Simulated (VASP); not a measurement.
# C (Fm-3m) in VASP: further runs

The runs below take C through relaxation of cell and atoms, with LDA.

Everything below comes from runs of VASP 6.6.1. Logs are shortened: lines on timing, memory, paths and dates and some standing lists are left out, and cuts for length are marked.

**1. The cell of the first run**

It takes space group Fm-3m (No. 225, cubic). The conventional cell has a = 3.000 Å, b = 3.000 Å, c = 3.000 Å, α = 90.00°, β = 90.00°, γ = 90.00°. C (site symmetry m-3m) has 12 C at 2.12 Å within 2.8 Å.

**2. Relaxation of cell and atoms, LDA, target pressure 10 GPa, at which the enthalpy is minimised**

Input file INCAR:

```
PREC     = Accurate       # precision mode
ENCUT    = 600            # plane-wave cutoff, eV
EDIFF    = 1E-7           # SCF threshold, eV
ISMEAR   = -1             # smearing method
SIGMA    = 0.1            # smearing width, eV
LREAL    = F              # projectors in reciprocal space
LASPH    = T              # aspherical terms in the spheres
NELM     = 120            # most SCF steps
ALGO     = Normal         # electronic algorithm
ISIF     = 3              # what is computed and relaxed
LWAVE    = F              # write WAVECAR
LCHARG   = F              # write CHGCAR
GGA      = CA             # functional
IBRION   = 2              # ionic algorithm
NSW      = 80             # ionic steps
EDIFFG   = -0.02          # ionic threshold
PSTRESS  = 100.0        
GGA_COMPAT= F            
NELMIN   = 4
```

Input file KPOINTS:

```
regular mesh
0
Gamma
  10 10 10
```

Input file POSCAR:

```
C
1.0
    0.0000000000      1.5000000000      1.5000000000
    1.5000000000      0.0000000000      1.5000000000
    1.5000000000      1.5000000000      0.0000000000
C
1
Direct
    0.0000000000      0.0000000000      0.0000000000
```

Potentials or basis: VASP PAW LDA potentials, release 64 (C).

Command:

```sh
$ cat potpaw_LDA.64/C/POTCAR > POTCAR
$ mpirun -np 1 vasp_std > vasp.out
```

OUTCAR:

```text
PREC = Accurate
   ENCUT = 600
   EDIFF = 1E-7
   ISMEAR = -1
   LREAL = F
   LASPH = T
   NELM = 120
   ISIF = 3
   GGA = CA
   IBRION = 2
   NSW = 80
   EDIFFG = -0.02
   PSTRESS = 100.0
   NELMIN = 4

 ion  position               nearest neighbor table
   1  0.000  0.000  0.000-

  LATTYP: Found a face centered cubic cell.
 ALAT       =     3.0000000000

  Lattice vectors:

 A1 = (   0.0000000000,   1.5000000000,   1.5000000000)
 A2 = (   1.5000000000,   0.0000000000,   1.5000000000)
 A3 = (   1.5000000000,   1.5000000000,   0.0000000000)

Analysis of symmetry for initial positions (statically):
=====================================================================
 Subroutine PRICEL returns:
 Original cell was already a primitive cell.

 Routine SETGRP: Setting up the symmetry group for a
 face centered cubic supercell.

 Subroutine GETGRP returns: Found 48 space group operations
 (whereof 48 operations were pure point group operations)
 out of a pool of 48 trial point group operations.

The static configuration has the point symmetry O_h .

Analysis of symmetry for dynamics (positions and initial velocities):
=====================================================================
 Subroutine PRICEL returns:
 Original cell was already a primitive cell.

 Routine SETGRP: Setting up the symmetry group for a
 face centered cubic supercell.

 Subroutine GETGRP returns: Found 48 space group operations
 (whereof 48 operations were pure point group operations)
 out of a pool of 48 trial point group operations.

The dynamic configuration has the point symmetry O_h .

 Subroutine INISYM returns: Found 48 space group operations
 (whereof 48 operations are pure point group operations),
 and found     1 'primitive' translations

----------------------------------------------------------------------------------------

                                     Primitive cell

  volume of cell :       6.7500

  direct lattice vectors                    reciprocal lattice vectors
     0.000000000  1.500000000  1.500000000    -0.333333333  0.333333333  0.333333333
     1.500000000  0.000000000  1.500000000     0.333333333 -0.333333333  0.333333333
     1.500000000  1.500000000  0.000000000     0.333333333  0.333333333 -0.333333333

  length of vectors
[... 82 lines left out ...]
   EDIFFG = -.2E-01   stopping-criterion for IOM
   NSW    =     80    number of steps for IOM
   IBRION =      2    ionic relax: 0-MD 1-quasi-New 2-CG
   NFREE  =      1    steps in history (QN), initial steepest desc. (CG)
   ISIF   =      3    stress and relaxation
   ISYM   =      2    0-nonsym 1-usesym 2-fastsym
   POTIM  = 0.5000    time-step for ionic-motion
   TEBEG  =    0.0;   TEEND  =   0.0 temperature during run
   PSTRESS=  100.0 pullay stress
   NELECT =       4.0000    total number of electrons
   NUPDOWN=      -1.0000    fix difference up-down
   EMIN   =  10.00;   EMAX   =-10.00  energy-range for DOS
   EFERMI =   0.00;   METHOD = LEGACY
   ISMEAR =    -1;   SIGMA  =   0.10  broadening in eV -4-tet -1-fermi 0-gaus
   EFERMI_NEDOS =   21; number of points for ismear=-14 and -15
   IALGO  =     38    algorithm
   IMIX   =      4    mixing-type and parameters
     AMIX     =   0.40;   BMIX     =  1.00
     AMIX_MAG =   1.60;   BMIX_MAG =  1.00
  volume/ion in A,a.u.               =       6.75        45.55
  Fermi-wavevector in a.u.,A,eV,Ry     =   1.375077  2.598518 25.726382  1.890836
  Thomas-Fermi vector in A             =   2.500445
   LORBIT       =      0    0 simple, 1 ext, 2 COOP (PROOUT), +10 PAW based schemes
   GGA     = CA    functional components
   LHFCALC =     F    Hartree Fock is set to
   AEXX    =    0.0000 exact exchange contribution
   IVDW    =     0    specifies the selected vdW correction
   LEPSILON=     F    determine dielectric tensor
   LRPA    =     F    only Hartree local field effects (RPA)
 conjugate gradient relaxation of ions
 non-spin polarized calculation
  energy-cutoff  :      600.00
  volume of cell :        6.75
 maximum number of plane-waves:       232
 NGX is ok and might be reduce to    18
   NGX =  9   NGY =  9   NGZ =  9

--------------------------------------- Ionic step        1  -------------------------------------------

 number of electron       4.0000000 magnetization

 Free energy of the ion-electron system (eV)
  ---------------------------------------------------
  ext. energy  EPLUGINS =         0.00000000
  ---------------------------------------------------
  free energy    TOTEN  =        -5.52593411 eV

  energy without entropy =       -5.50729966  energy(sigma->0) =       -5.51661688

------------------------ aborting loop because EDIFF is reached ----------------------------------------

  FORCE on cell =-STRESS in cart. coord.  units (eV):
  Direction    XX          YY          ZZ          XY          YZ          ZX
  --------------------------------------------------------------------------------------
  -------------------------------------------------------------------------------------
  Total        0.1526434      0.1526434      0.1526434     -0.0000000     -0.0000000      0.0000000
  in kB       36.2313761     36.2313761     36.2313761     -0.0000000     -0.0000000      0.0000000
  external PRESSURE =     -63.7686239 kB  Pullay stress =     100.0000000 kB
[... 61 lines left out ...]
--------------------------------------- Ionic step        3  -------------------------------------------

 number of electron       4.0000000 magnetization

 Free energy of the ion-electron system (eV)
  ---------------------------------------------------
  ext. energy  EPLUGINS =         0.00000000
  ---------------------------------------------------
  free energy    TOTEN  =        -5.51775679 eV

  energy without entropy =       -5.49834565  energy(sigma->0) =       -5.50805122

 E-fermi :   9.2775     XC(G=0): -13.3178

 val. band max:        9.2593904050   @ k =   0.5000   0.3000   0.0000
 cond. band min:       9.3046723339   @ k =   0.4000   0.2000   0.1000
 fundamental gap:      0.0452819289
 Fermi energy:         9.2775461537

 k-point     1 :       0.0000    0.0000    0.0000
  band No.  band energies     occupation
      1     -10.9599      2.00000
      2      17.8761      0.00000
      3      17.8761      0.00000
      4      17.8761      0.00000
      5      40.6668      0.00000
      6      40.6668      0.00000
[... 199 lines left out ...]
 k-point    24 :       0.4000    0.3000    0.0000
  band No.  band energies     occupation
      1      -3.8504      2.00000
      2       9.9893      0.00162
      3      11.5390      0.00000
      4      12.6696      0.00000
      5      27.2819      0.00000
      6      29.0623      0.00000

 [... further k-points ...]
[... 5 lines left out ...]
  --------------------------------------------------------------------------------------
  -------------------------------------------------------------------------------------
  Total        0.4093779      0.4093779      0.4093779      0.0000000      0.0000000      0.0000000
  in kB      100.0467214    100.0467214    100.0467214      0.0000000      0.0000000      0.0000000
  external PRESSURE =       0.0467214 kB  Pullay stress =     100.0000000 kB
[... 20 lines left out ...]
  energy  without entropy=       -5.4983456503  energy(sigma->0) =       -5.50805122

  enthalpy is  TOTEN    =        -5.1085700947 eV   P V=        0.4091866949

 reached required accuracy - stopping structural energy minimisation
```

OSZICAR:

```text
N       E                     dE             d eps       ncg     rms          rms(c)
DAV:   1    -0.215786589531E+01   -0.21579E+01   -0.26231E+03   618   0.728E+02
DAV:   2    -0.548381131870E+01   -0.33259E+01   -0.30179E+01   744   0.458E+01
DAV:   3    -0.552630845573E+01   -0.42497E-01   -0.42491E-01   624   0.570E+00
[... 17 lines left out ...]
DAV:   2    -0.551784865654E+01    0.23796E-03   -0.17899E-04   588   0.124E-01    0.608E-02
DAV:   3    -0.551775738320E+01    0.91273E-04   -0.19141E-04   564   0.102E-01    0.600E-03
DAV:   4    -0.551775719137E+01    0.19183E-06   -0.32903E-07   576   0.794E-03    0.506E-03
DAV:   5    -0.551775678892E+01    0.40245E-06   -0.82757E-08   576   0.342E-03    0.223E-04
DAV:   6    -0.551775678961E+01   -0.69656E-09   -0.10468E-09   288   0.388E-04
   3 F= -.51085701E+01 E0= -.50988645E+01  d E =-.393767E-02
```

It took 3.4 s on 1 thread of AMD EPYC 7R13 (Zen 3), shared host; peak memory 0.07 GiB.

Results:

| Item | Value |
| --- | --- |
| Free energy | -5.5178 eV |
| Relaxed volume | 6.56 Å³/atom |
| Relaxed cell | a = 2.101 Å, b = 2.101 Å, c = 2.101 Å, α = 60.00°, β = 60.00°, γ = 60.00° |
| Space group after relaxing (to 0.1 Å) | Fm-3m (No. 225) |
| Energy change on relaxing (the run minimises the enthalpy) | +8.2 meV/atom |
| Ionic steps | 3 |
| Pressure after relaxing | 10.0 GPa |
| Band gap on the k mesh | zero (bands 2 and 3 overlap by 11.69 eV) |

Step by step:
```
step  energy change (eV)  largest force (eV/Å)  pressure (GPa)  volume (Å³)
   1              0.0000                0.0000            3.62         6.75
   2              0.0127                0.0000           12.32         6.49
   3              0.0082                0.0000           10.00         6.56
```

Final structure:
```cif
data_structure
_symmetry_space_group_name_H-M 'P 1'
_symmetry_Int_Tables_number 1
_cell_length_a 2.1008
_cell_length_b 2.1008
_cell_length_c 2.1008
_cell_angle_alpha 60.000
_cell_angle_beta 60.000
_cell_angle_gamma 60.000
_cell_volume 6.56
loop_
_atom_site_label
_atom_site_type_symbol
_atom_site_fract_x
_atom_site_fract_y
_atom_site_fract_z
_atom_site_occupancy
C1 C 0.00000 0.00000 0.00000 1
```

Levels at points of the mesh, in eV from the Fermi level:
| k point | band 1 | band 2 | band 3 | band 4 | band 5 | band 6 |
| --- | --- | --- | --- | --- | --- | --- |
| (0.00, 0.00, 0.00) | -20.24 | 8.60 | 8.60 | 8.60 | 31.39 | 31.39 |
| (0.50, 0.00, 0.00) | -9.90 | -9.73 | 6.68 | 6.68 | 26.63 | 28.59 |
| (0.50, 0.50, 0.00) | -7.79 | -5.29 | 2.18 | 2.18 | 15.45 | 16.58 |

Caveat: the k points lie up to 0.37 Å⁻¹ apart in the final cell, too coarse for converged energies and pressures of a metal; the cell is relaxed towards a set pressure, so the run minimises the enthalpy, not the energy.

**3. Relaxation of cell and atoms, LDA, target pressure 20 GPa, at which the enthalpy is minimised**

Input file INCAR:

```
SYSTEM = C
ALGO = Normal
EDIFF = 1E-7
EDIFFG = -0.02
ENCUT = 600
GGA_COMPAT = .FALSE.
IBRION = 2
ISIF = 3
ISMEAR = -1
LASPH = .TRUE.
LCHARG = .FALSE.
LREAL = .FALSE.
LWAVE = .FALSE.
NELM = 120
NELMIN = 4
NSW = 80
PREC = Accurate
PSTRESS = 200.0
SIGMA = 0.1
```

Input file KPOINTS:

```
k-points
0
G
  10 10 10
  0 0 0
```

POSCAR is that of step 2.

Potentials or basis: VASP PAW LDA potentials, release 64 (C).

Command:

```sh
$ cat potpaw_LDA.64/C/POTCAR > POTCAR
$ mpirun -np 1 vasp_std > vasp.out
```

OUTCAR:

```text
SYSTEM = C
   EDIFF = 1E-7
   EDIFFG = -0.02
   ENCUT = 600
   IBRION = 2
   ISIF = 3
   ISMEAR = -1
   LASPH = .TRUE.
   LREAL = .FALSE.
   NELM = 120
   NELMIN = 4
   NSW = 80
   PREC = Accurate
   PSTRESS = 200.0

 ion  position               nearest neighbor table
   1  0.000  0.000  0.000-

  LATTYP: Found a face centered cubic cell.
 ALAT       =     3.0000000000

  Lattice vectors:

 A1 = (   0.0000000000,   1.5000000000,   1.5000000000)
 A2 = (   1.5000000000,   0.0000000000,   1.5000000000)
 A3 = (   1.5000000000,   1.5000000000,   0.0000000000)

Analysis of symmetry for initial positions (statically):
=====================================================================
 Subroutine PRICEL returns:
 Original cell was already a primitive cell.

[... 204 lines left out ...]

 number of electron       4.0000000 magnetization

 E-fermi :  10.4627     XC(G=0): -13.6622

 val. band max:       10.4398964485   @ k =   0.4000   0.2000   0.1000
 cond. band min:      10.4760467806   @ k =  -0.2000   0.3000   0.1000
 fundamental gap:      0.0361503322
 Fermi energy:        10.4627053677

 k-point     1 :       0.0000    0.0000    0.0000
  band No.  band energies     occupation
      1     -10.9142      2.00000
      2      19.6121      0.00000
      3      19.6121      0.00000
      4      19.6121      0.00000
      5      42.8187      0.00000
      6      42.8187      0.00000
[... 243 lines left out ...]
--------------------------------------- Ionic step        3  -------------------------------------------

 number of electron       4.0000000 magnetization

 Free energy of the ion-electron system (eV)
  ---------------------------------------------------
  ext. energy  EPLUGINS =         0.00000000
  ---------------------------------------------------
  free energy    TOTEN  =        -5.49326714 eV

  energy without entropy =       -5.47267013  energy(sigma->0) =       -5.48296864

 E-fermi :   9.9410     XC(G=0): -13.5125

 val. band max:        9.8996206029   @ k =  -0.3000   0.3000   0.1000
 cond. band min:       9.9424280596   @ k =   0.4000   0.2000   0.1000
 fundamental gap:      0.0428074568
 Fermi energy:         9.9410472375

 k-point     1 :       0.0000    0.0000    0.0000
  band No.  band energies     occupation
      1     -10.9343      2.00000
      2      18.8488      0.00000
      3      18.8488      0.00000
      4      18.8488      0.00000
      5      41.8747      0.00000
      6      41.8747      0.00000
[... 239 lines left out ...]
  energy  without entropy=       -5.4726701348  energy(sigma->0) =       -5.48296864

  enthalpy is  TOTEN    =        -4.7078165614 eV   P V=        0.7854505823

 reached required accuracy - stopping structural energy minimisation
```

CONTCAR:

```text
C
   1.00000000000000
    -0.0000000000000000    1.4652885377866607    1.4652885377866607
     1.4652885377866607   -0.0000000000000000    1.4652885377866607
     1.4652885377866607    1.4652885377866607    0.0000000000000000
  C
     1
Direct
     0.0000000000000000    0.0000000000000000    0.0000000000000000

  0.00000000E+00  0.00000000E+00  0.00000000E+00
```

It took 3.5 s on 1 thread of AMD EPYC 7R13 (Zen 3), shared host; peak memory 0.08 GiB.

Results:

```
Free energy                                                : -5.4933 eV
Relaxed volume                                             : 6.29 Å³/atom
Relaxed cell                                               : a = 2.072 Å, b = 2.072 Å, c = 2.072 Å, α = 60.00°, β = 60.00°, γ = 60.00°
Space group after relaxing (to 0.1 Å)                      : Fm-3m (No. 225)
Energy change on relaxing (the run minimises the enthalpy) : +32.7 meV/atom
Ionic steps                                                : 3
Pressure after relaxing                                    : 20.0 GPa
Band gap on the k mesh                                     : zero (bands 2 and 3 overlap by 12.03 eV)
```

Step by step:
```
step  energy change (eV)  largest force (eV/Å)  pressure (GPa)  volume (Å³)
   1              0.0000                0.0000            3.62         6.75
   2              0.0619                0.0000           28.46         6.10
   3              0.0327                0.0000           20.02         6.29
```

Final structure:
```cif
data_structure
_symmetry_space_group_name_H-M 'P 1'
_symmetry_Int_Tables_number 1
_cell_length_a 2.0722
_cell_length_b 2.0722
_cell_length_c 2.0722
_cell_angle_alpha 60.000
_cell_angle_beta 60.000
_cell_angle_gamma 60.000
_cell_volume 6.29
loop_
_atom_site_label
_atom_site_type_symbol
_atom_site_fract_x
_atom_site_fract_y
_atom_site_fract_z
_atom_site_occupancy
C1 C 0.00000 0.00000 0.00000 1
```

Caveat: the k points lie up to 0.37 Å⁻¹ apart in the final cell, too coarse for converged energies and pressures of a metal; the cell is relaxed towards a set pressure, so the run minimises the enthalpy, not the energy.

(Part 1 of 2 ends here.)
